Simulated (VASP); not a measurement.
Input of a VASP 6.6.1 run:

File INCAR:

```
PREC     = Accurate       # precision mode
ENCUT    = 520            # plane-wave cutoff, eV
EDIFF    = 1E-7           # SCF threshold, eV
ISMEAR   = 0              # smearing method
SIGMA    = 0.1            # smearing width, eV
LREAL    = F              # projectors in reciprocal space
LASPH    = T              # aspherical terms in the spheres
NELM     = 80             # most SCF steps
ALGO     = Normal         # electronic algorithm
ISIF     = 2              # what is computed and relaxed
LWAVE    = F              # write WAVECAR
LCHARG   = F              # write CHGCAR
LDIPOL   = T            
IDIPOL   = 3            
DIPOL    = 0.5 0.5 0.500
GGA      = PE             # functional
NBANDS   = 71             # bands
```

Contents of KPOINTS:

```
Automatic mesh
0
Gamma
  11 7 1
```

The input POSCAR:

```
Zr
1.0
    3.2327898558      0.0000000000      0.0000000000
    0.0000000000      5.1691199317      0.0000000000
    0.0000000000      0.0000000000     27.1319386076
Zr
10
Direct
    0.0000000000      0.7500000000      0.2808623532
    0.5000000000      0.2500000000      0.3130477802
    0.5000000000      0.7500000000      0.3788523073
    0.0000000000      0.2500000000      0.4145399200
    0.0000000000      0.7500000000      0.4827732178
    0.5000000000      0.2500000000      0.5172267803
    0.5000000000      0.7500000000      0.5854600798
    0.0000000000      0.2500000000      0.6211476972
    0.0000000000      0.7500000000      0.6869522209
    0.5000000000      0.2500000000      0.7191376433
```

Potentials or basis: VASP PAW PBE potentials, release 64 (Zr_sv).

Run with:

```bash
$ cat potpaw_PBE.64/Zr_sv/POTCAR > POTCAR
$ mpirun -np 1 vasp_std > vasp.out
```

(1) Estimate the band gap on the k mesh.

(2) Predict the largest force.

## Answers

(1) zero (bands 60 and 61 overlap by 0.48 eV).

(2) 0.019 eV/Å.
